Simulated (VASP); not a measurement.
# MgO (P6_3mc) in VASP: notebook

MgO is run at these levels: PBE; tasks: single point.

Everything below comes from runs of VASP 6.6.1. Logs are shortened: lines on timing, memory, paths and dates and some standing lists are left out, and cuts for length are marked.

## Step 1: The cell of the first run

The structure is hexagonal, space group P6_3mc (No. 186). The conventional cell has a = 3.477 Å, b = 3.477 Å, c = 4.656 Å, α = 90.00°, β = 90.00°, γ = 120.00°. Mg (site symmetry 3m) has 4 O at 1.92 to 2.05 Å within 2.5 Å. O (site symmetry 3m) has 4 Mg at 1.92 to 2.05 Å within 2.5 Å.

## Step 2: Single point, PBE

The input, INCAR:

```
SYSTEM = MgO
PREC     = Accurate       ! precision mode
ENCUT    = 520            ! plane-wave cutoff, eV
EDIFF    = 1E-6           ! SCF threshold, eV
ISMEAR   = 0              ! smearing method
SIGMA    = 0.05           ! smearing width, eV
LREAL    = .False.        ! projectors in reciprocal space
LASPH    = .True.         ! aspherical terms in the spheres
NELM     = 100            ! most SCF steps
ALGO     = Normal         ! electronic algorithm
ISIF     = 2              ! what is computed and relaxed
LWAVE    = .False.        ! write WAVECAR
LCHARG   = .False.        ! write CHGCAR
GGA      = PE             ! functional
NBANDS   = 16             ! bands
```

The input, KPOINTS:

```
Automatic mesh
0
Gamma
  9 9 6
  0 0 0
```

The input, POSCAR:

```
MgO
1.0
    3.4772157108      0.0000000000      0.0000000000
   -1.7386078554      3.0113571399      0.0000000000
    0.0000000000      0.0000000000      4.6556441151
Mg O
2 2
Direct
    0.3333333333      0.6666666667     -0.0132065475
    0.6666666667      0.3333333333      0.4867934525
    0.3333333333      0.6666666667      0.3982811987
    0.6666666667      0.3333333333      0.8982811987
```

Potentials or basis: VASP PAW PBE potentials, release 64 (Mg, O).

The run is started by

```sh
> cat potpaw_PBE.64/Mg/POTCAR potpaw_PBE.64/O/POTCAR > POTCAR
> mpirun -np 1 vasp_std > vasp.out
```

OUTCAR:

```text
SYSTEM = MgO
   PREC = Accurate
   ENCUT = 520
   EDIFF = 1E-6
   ISMEAR = 0
   LREAL = .False.
   LASPH = .True.
   NELM = 100
   ISIF = 2
   GGA = PE

 ion  position               nearest neighbor table
   1  0.333  0.667  0.987-   3 1.92   4 2.05   4 2.05   4 2.05   3 2.74   2 3.07   2 3.07   2 3.07
                             2 3.07   2 3.07   2 3.07
   2  0.667  0.333  0.487-   4 1.92   3 2.05   3 2.05   3 2.05   4 2.74   1 3.07   1 3.07   1 3.07
                             1 3.07   1 3.07   1 3.07
   3  0.333  0.667  0.398-   1 1.92   2 2.05   2 2.05   2 2.05   1 2.74
   4  0.667  0.333  0.898-   2 1.92   1 2.05   1 2.05   1 2.05   2 2.74

  LATTYP: Found a hexagonal cell.
 ALAT       =     3.4772157108
 C/A-ratio  =     1.3389000000

  Lattice vectors:

 A1 = (   3.4772157108,   0.0000000000,   0.0000000000)
 A2 = (  -1.7386078554,   3.0113571399,   0.0000000000)
 A3 = (   0.0000000000,   0.0000000000,   4.6556441151)

Analysis of symmetry for initial positions (statically):
=====================================================================
 Subroutine PRICEL returns:
 Original cell was already a primitive cell.

 Routine SETGRP: Setting up the symmetry group for a
 hexagonal supercell.

 Subroutine GETGRP returns: Found 12 space group operations
 (whereof  6 operations were pure point group operations)
 out of a pool of 24 trial point group operations.

The static configuration has the point symmetry C_3v.
 The point group associated with its full space group is C_6v.

Analysis of symmetry for dynamics (positions and initial velocities):
=====================================================================
 Subroutine PRICEL returns:
 Original cell was already a primitive cell.

 Routine SETGRP: Setting up the symmetry group for a
 hexagonal supercell.

 Subroutine GETGRP returns: Found 12 space group operations
 (whereof  6 operations were pure point group operations)
 out of a pool of 24 trial point group operations.

The dynamic configuration has the point symmetry C_3v.
 The point group associated with its full space group is C_6v.

 Subroutine INISYM returns: Found 12 space group operations
 (whereof  6 operations are pure point group operations),
 and found     1 'primitive' translations

----------------------------------------------------------------------------------------

                                     Primitive cell

  volume of cell :      48.7499

  direct lattice vectors                    reciprocal lattice vectors
     3.477215711  0.000000000  0.000000000     0.287586415  0.166038094  0.000000000
    -1.738607855  3.011357140  0.000000000     0.000000000  0.332076188  0.000000000
     0.000000000  0.000000000  4.655644115     0.000000000  0.000000000  0.214793050

  length of vectors
     3.477215711  3.477215711  4.655644115     0.332076188  0.332076188  0.214793050

  position of ions in fractional coordinates (direct lattice)
     0.333333333  0.666666667  0.986793453
     0.666666667  0.333333333  0.486793453
     0.333333333  0.666666667  0.398281199
     0.666666667  0.333333333  0.898281199

  ion indices of the primitive-cell ions
   primitive index   ion index
                 1           1
                 2           2
                 3           3
                 4           4

----------------------------------------------------------------------------------------

 KPOINTS: Automatic mesh

Automatic generation of k-mesh.
 Grid dimensions read from file:
 generate k-points for:    9    9    6

 Generating k-lattice:

  Cartesian coordinates                     Fractional coordinates (reciprocal lattice)
     0.031954046  0.018448677  0.000000000     0.111111111  0.000000000  0.000000000
     0.000000000  0.036897354  0.000000000     0.000000000  0.111111111  0.000000000
     0.000000000  0.000000000  0.035798842     0.000000000  0.000000000  0.166666667

  Length of vectors
     0.036897354  0.036897354  0.035798842

  Shift w.r.t. Gamma in fractional coordinates (k-lattice)
     0.000000000  0.000000000  0.000000000

 Subroutine IBZKPT returns following result:
 ===========================================

 Found     48 irreducible k-points:

 Following reciprocal coordinates:
            Coordinates               Weight
  0.000000  0.000000  0.000000      1.000000
  0.111111 -0.000000  0.000000      6.000000
  0.222222  0.000000  0.000000      6.000000
  0.333333  0.000000  0.000000      6.000000
  0.444444  0.000000  0.000000      6.000000
  0.111111  0.111111  0.000000      6.000000
[... 16 lines left out ...]
  0.333333  0.222222  0.166667     24.000000
  0.333333  0.333333  0.166667      4.000000
 [... further k-points ...]
   k-points           NKPTS =     48   k-points in BZ     NKDIM =     48   number of bands    NBANDS=     16
   number of dos      NEDOS =    301   number of ions     NIONS =      4
   total plane-waves  NPLWV =  28224
   dimension x,y,z NGX =    28 NGY =   28 NGZ =   36
   dimension x,y,z NGXF=    56 NGYF=   56 NGZF=   72
   ions per type =               2   2
   NGX,Y,Z   is equivalent  to a cutoff of  13.39, 13.39, 12.86 a.u.
   NGXF,Y,Z  is equivalent  to a cutoff of  26.77, 26.77, 25.71 a.u.
 SYSTEM =  MgO
   PREC   = accura    normal or accurate (medium, high low for compatibility)
   ISTART =      0    job   : 0-new  1-cont  2-samecut
   ICHARG =      2    charge: 1-file 2-atom 10-const
   ISPIN  =      1    spin polarized calculation?
   LNONCOLLINEAR =      F non collinear calculations
   LSORBIT =      F    spin-orbit coupling
   LASPH  =      T    aspherical Exc in radial PAW
   ENCUT  =  520.0 eV  38.22 Ry    6.18 a.u.   6.47  6.47  8.66*2*pi/ulx,y,z
   NELM   =    100;   NELMIN=  2; NELMDL= -5     # of ELM steps
   EDIFF  = 0.1E-05   stopping-criterion for ELM
   LREAL  =      F    real-space projection
   EDIFFG = 0.1E-04   stopping-criterion for IOM
   NSW    =      0    number of steps for IOM
   IBRION =     -1    ionic relax: 0-MD 1-quasi-New 2-CG
   NFREE  =      0    steps in history (QN), initial steepest desc. (CG)
   ISIF   =      2    stress and relaxation
   ISYM   =      2    0-nonsym 1-usesym 2-fastsym
   POTIM  = 0.5000    time-step for ionic-motion
   TEBEG  =    0.0;   TEEND  =   0.0 temperature during run
   PSTRESS=    0.0 pullay stress
   NELECT =      16.0000    total number of electrons
   NUPDOWN=      -1.0000    fix difference up-down
   EMIN   =  10.00;   EMAX   =-10.00  energy-range for DOS
   EFERMI =   0.00;   METHOD = LEGACY
   ISMEAR =     0;   SIGMA  =   0.05  broadening in eV -4-tet -1-fermi 0-gaus
   EFERMI_NEDOS =   21; number of points for ismear=-14 and -15
   IALGO  =     38    algorithm
   IMIX   =      4    mixing-type and parameters
     AMIX     =   0.40;   BMIX     =  1.00
     AMIX_MAG =   1.60;   BMIX_MAG =  1.00
  volume/ion in A,a.u.               =      12.19        82.25
  Fermi-wavevector in a.u.,A,eV,Ry     =   1.129250  2.133974 17.350238  1.275207
  Thomas-Fermi vector in A             =   2.265943
   LORBIT       =      0    0 simple, 1 ext, 2 COOP (PROOUT), +10 PAW based schemes
   GGA     = PE    functional components
   LHFCALC =     F    Hartree Fock is set to
   AEXX    =    0.0000 exact exchange contribution
   IVDW    =     0    specifies the selected vdW correction
   LEPSILON=     F    determine dielectric tensor
   LRPA    =     F    only Hartree local field effects (RPA)
 non-spin polarized calculation
 Gauss-broadening in eV      SIGMA  =   0.05
  energy-cutoff  :      520.00
  volume of cell :       48.75
 maximum number of plane-waves:      1338
 NGX is ok and might be reduce to    28

 number of electron      15.9999997 magnetization

 Free energy of the ion-electron system (eV)
  ---------------------------------------------------
  ext. energy  EPLUGINS =         0.00000000
  ---------------------------------------------------
  free energy    TOTEN  =       -23.37629861 eV

  energy without entropy =      -23.37629861  energy(sigma->0) =      -23.37629861

 E-fermi :   1.4019     XC(G=0):  -9.6077

 val. band max:        1.1630812367   @ k =   0.0000   0.0000   0.0000
 cond. band min:       4.2594026177   @ k =   0.0000   0.0000   0.0000
 fundamental gap:      3.0963213810
 Fermi energy:         1.4018987323

 k-point     1 :       0.0000    0.0000    0.0000
  band No.  band energies     occupation
      1     -15.1796      2.00000
      2     -14.2319      2.00000
      3      -2.0105      2.00000
      4       0.0112      2.00000
      5       0.0112      2.00000
      6       0.5664      2.00000
[... 8 lines left out ...]
     15      16.4304      0.00000
     16      16.6966      0.00000

 k-point     2 :       0.1111   -0.0000    0.0000
  band No.  band energies     occupation
      1     -15.1276      2.00000
      2     -14.2284      2.00000
      3      -1.9111      2.00000
      4      -0.2224      2.00000
      5      -0.0730      2.00000
      6       0.2313      2.00000
[... 8 lines left out ...]
     15      16.4451      0.00000
     16      16.5061      0.00000

 k-point     3 :       0.2222    0.0000    0.0000
  band No.  band energies     occupation
      1     -14.9856      2.00000
      2     -14.2270      2.00000
      3      -1.6319      2.00000
      4      -0.8733      2.00000
      5      -0.2511      2.00000
      6      -0.2450      2.00000
[... 8 lines left out ...]
     15      15.5923      0.00000
     16      15.6264      0.00000
[... 362 lines left out ...]
 k-point    23 :       0.3333    0.2222    0.1667
  band No.  band energies     occupation
      1     -14.5296      2.00000
      2     -14.3457      2.00000
      3      -1.8048      2.00000
      4      -1.2891      2.00000
      5      -0.9430      2.00000
      6      -0.0985      2.00000
[... 8 lines left out ...]
     15      14.4764      0.00000
     16      16.5229      0.00000

 k-point    24 :       0.3333    0.3333    0.1667
  band No.  band energies     occupation
      1     -14.4224      2.00000
      2     -14.4224      2.00000
      3      -1.7014      2.00000
      4      -1.2173      2.00000
      5      -1.2173      2.00000
      6      -0.0716      2.00000
[... 8 lines left out ...]
     15      14.4527      0.00000
     16      17.2167      0.00000

 [... further k-points ...]

------------------------ aborting loop because EDIFF is reached ----------------------------------------

  FORCE on cell =-STRESS in cart. coord.  units (eV):
  Direction    XX          YY          ZZ          XY          YZ          ZX
  --------------------------------------------------------------------------------------
  -------------------------------------------------------------------------------------
  Total       -2.0987866     -2.0987866      2.6424370      0.0000000      0.0000000      0.0000000
  in kB      -68.9771421    -68.9771421     86.8443474      0.0000000      0.0000000      0.0000000
  external PRESSURE =     -17.0366456 kB  Pullay stress =       0.0000000 kB

 VOLUME and BASIS-vectors are now :
 -----------------------------------------------------------------------------
  energy-cutoff  :      520.00
  volume of cell :       48.75
      direct lattice vectors                 reciprocal lattice vectors
     3.477215711  0.000000000  0.000000000     0.287586415  0.166038094  0.000000000
    -1.738607855  3.011357140  0.000000000     0.000000000  0.332076188  0.000000000
     0.000000000  0.000000000  4.655644115     0.000000000  0.000000000  0.214793050

 POSITION                                       TOTAL-FORCE (eV/Angst)
 -----------------------------------------------------------------------------------
     -0.00000      2.00757      4.59416        -0.000000      0.000000     -0.946890
      1.73861      1.00379      2.26634         0.000000     -0.000000     -0.946890
     -0.00000      2.00757      1.85426         0.000000      0.000000      0.946890
      1.73861      1.00379      4.18208        -0.000000     -0.000000      0.946890
 -----------------------------------------------------------------------------------
    total drift:                               -0.000000      0.000000     -0.000341

  FREE ENERGIE OF THE ION-ELECTRON SYSTEM (eV)
  ---------------------------------------------------
  free  energy   TOTEN  =       -23.3762986096 eV

  energy  without entropy=      -23.3762986096  energy(sigma->0) =      -23.37629861
```

Run time: 54 s. Hardware: 1 thread of Intel Xeon 8259CL, shared host; peak memory 0.19 GiB.

Results:

| Quantity | Value |
| --- | --- |
| Free energy | -23.3763 eV |
| Pressure | -1.7 GPa |
| Largest force | 0.947 eV/Å |
| Band gap on the k mesh | 3.10 eV |

Forces in eV/Å, atoms in the order of the input:
```
Mg   0.000  0.000 -0.947
Mg   0.000  0.000 -0.947
O    0.000  0.000  0.947
O    0.000  0.000  0.947
```

Levels at points of the mesh, in eV from the valence-band top:
```csv
k point,band 4,band 5,band 6,band 7,band 8,band 9,band 10,band 11,band 12,band 13
"(0.00, 0.00, 0.00)",-1.15,-1.15,-0.60,-0.60,0.00,3.10,8.17,10.69,12.72,12.72
"(0.00, 0.00, 0.50)",-2.04,-0.88,-0.88,-0.88,-0.88,5.74,5.74,13.17,13.17,13.17
```

Caveat: an odd mesh through Γ misses points on the zone boundary, where band edges can lie.

## Step 3: Single point, PBE

This run uses another cell than the first one, of the same volume but with other edges.

The input, INCAR:

```
PREC = Accurate
ENCUT = 520
EDIFF = 1E-6
ISMEAR = 0
SIGMA = 0.05
LREAL = False
LASPH = True
NELM = 60
ALGO = Normal
ISIF = 2
LWAVE = False
LCHARG = True
GGA = PE
LELF = True
LVHAR = True
NBANDS = 16
```

The input, KPOINTS:

```
regular mesh
0
Gamma
  9 9 6
```

The input, POSCAR:

```
MgO
1.0
    3.3152853999      0.0000000000      0.0000000000
   -1.6576427000      2.8711213771      0.0000000000
    0.0000000000      0.0000000000      5.1215474299
Mg O
2 2
Direct
    0.3333333333      0.6666666667      0.0258441501
    0.6666666667      0.3333333333      0.5258441501
    0.3333333333      0.6666666667      0.3982811987
    0.6666666667      0.3333333333      0.8982811987
```

Potentials or basis: VASP PAW PBE potentials, release 64 (Mg, O).

The run is started by

```sh
> cat potpaw_PBE.64/Mg/POTCAR potpaw_PBE.64/O/POTCAR > POTCAR
> mpirun -np 1 vasp_std > vasp.out
```

Run time: 44 s. Hardware: 1 thread of Intel Xeon 8259CL, shared host; peak memory 0.19 GiB.

The run converged. Its results:

- Free energy: -23.4533 eV
- Pressure: 0.7 GPa
- Largest force: 0.906 eV/Å
- Band gap on the k mesh: 3.52 eV

Forces in eV/Å, atoms in the order of the input:
```
Mg   0.000  0.000 -0.906
Mg   0.000  0.000 -0.906
O    0.000  0.000  0.906
O    0.000  0.000  0.906
```

Stress tensor (GPa, compression positive):
```
-2.95  0.00  0.00
 0.00 -2.95  0.00
 0.00  0.00  7.99
```

Levels at points of the mesh, in eV from the valence-band top:
```tsv
k point	band 4	band 5	band 6	band 7	band 8	band 9	band 10	band 11	band 12	band 13
(0.00, 0.00, 0.00)	-0.40	-0.40	-0.12	-0.12	0.00	3.52	8.33	10.08	14.24	14.24
(0.00, 0.00, 0.50)	-1.84	-0.26	-0.26	-0.26	-0.26	5.88	5.88	13.00	13.00	14.73
```

Caveat: an odd mesh through Γ misses points on the zone boundary, where band edges can lie.
